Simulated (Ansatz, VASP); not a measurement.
Two plane-wave programs on BaTiO3

```
CELL_PARAMETERS angstrom
2.79518 1.61380 2.28797
-2.79518 1.61380 2.28797
0.00000 -3.22759 2.28797
ATOMIC_POSITIONS crystal
Ba 0.99871 0.99871 0.99871
Ti 0.48860 0.48860 0.48860
O 0.50936 0.50936 0.01316
O 0.01316 0.50936 0.50936
O 0.50936 0.01316 0.50936
```

Alike in both runs: functional PBEsol; dispersion D3(BJ); k mesh 4 × 4 × 4; no spin polarisation.

Ansatz relaxed the structure, and its values are those at the end. VASP's run is a single point on that final structure, the one shown.

|  | VASP | Ansatz |
| --- | --- | --- |
| version | VASP 6.6.1 | Ansatz 0.2.0 |
| potentials or method | VASP PAW PBE potentials, release 64 (Ba_sv, Ti_sv, O_h) | plane waves, PAW |
| plane-wave cutoff (eV) | 1340 | 420 |
| occupations | gaussian, width 0.01 eV | fixed |
| valence electrons in the cell | 40 | 40 |

```csv
,VASP,Ansatz,Ansatz less VASP
pressure (GPa),2.0,0.0,-1.95
rms of the force components (eV/Å),0.013,0.001,-0.0116
```

VASP's potentials were made for PBE, not for PBEsol.

Spin-orbit coupling is off throughout.
